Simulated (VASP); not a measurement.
Crystal: BaCd3Se4.

```xyz
8
Lattice="-3.8824 3.8824 3.8824 3.8824 -3.8824 3.8824 3.8824 3.8824 -3.8824" Properties=species:S:1:pos:R:3 pbc="T T T"
Ba    0.0000    0.0000    0.0000
Cd    3.8824    0.0000    0.0000
Cd    0.0000    3.8824    0.0000
Cd    0.0000    0.0000    3.8824
Se    1.6030    1.6030    1.6030
Se    2.2795    2.2795   -2.2795
Se    2.2795   -2.2795    2.2795
Se   -2.2795    2.2795    2.2795
```

| Property | Result |
| --- | --- |
| Program | VASP 6.6.1 |
| Task | relaxation of cell and atoms |
| Functional | PBE |
| Potentials or basis | VASP PAW PBE potentials, release 64 (Ba_sv, Cd, Se) |
| Cutoff | 600 eV |
| k mesh | 2 × 2 × 2 |
| Occupations | gaussian, width 0.15 eV |
| Spin | no spin polarisation |

At the start: pressure 0.6 GPa; volume 29.26 Å³/atom.

Task: How do energy, volume and symmetry change on relaxing?

Result: Over 11 steps the energy falls by 270.2 meV/atom and the volume is 25.79 Å³/atom (-11.9 %); space group Im-3m (No. 229, to 0.05 Å).

Step by step:
```tsv
step	energy change (eV)	largest force (eV/Å)	pressure (GPa)	volume (Å³)
1	0.0000	2.4447	0.59	234.09
2	-0.8692	1.3595	-1.93	237.74
3	-1.3255	0.3111	-4.50	243.66
4	-2.0000	0.3036	-1.62	216.69
5	-2.0941	0.2806	0.66	204.95
6	-2.0940	0.2783	0.83	204.22
7	-2.1253	0.1899	0.70	204.14
8	-2.1565	0.0360	0.60	203.99
9	-2.1577	0.0047	0.59	203.95
10	-2.1579	0.0140	-0.54	208.71
11	-2.1620	0.0099	0.00	206.33
```

Final structure:
```xyz
8
Lattice="-3.7225 3.7225 3.7225 3.7225 -3.7225 3.7225 3.7225 3.7225 -3.7225" Properties=species:S:1:pos:R:3 pbc="T T T"
Ba    0.0000    0.0000    0.0000
Cd    3.7225    0.0000    0.0000
Cd    0.0000    3.7225    0.0000
Cd    0.0000    0.0000    3.7225
Se    1.8581    1.8581    1.8581
Se    5.5869   -1.8581    1.8581
Se    5.5869    1.8581   -1.8581
Se    1.8581   -1.8581    5.5869
```

Caveat: the k points lie up to 0.60 Å⁻¹ apart in the final cell; the relaxation stopped at a loose force limit of 0.08 eV/Å, so its end isn't a converged minimum.
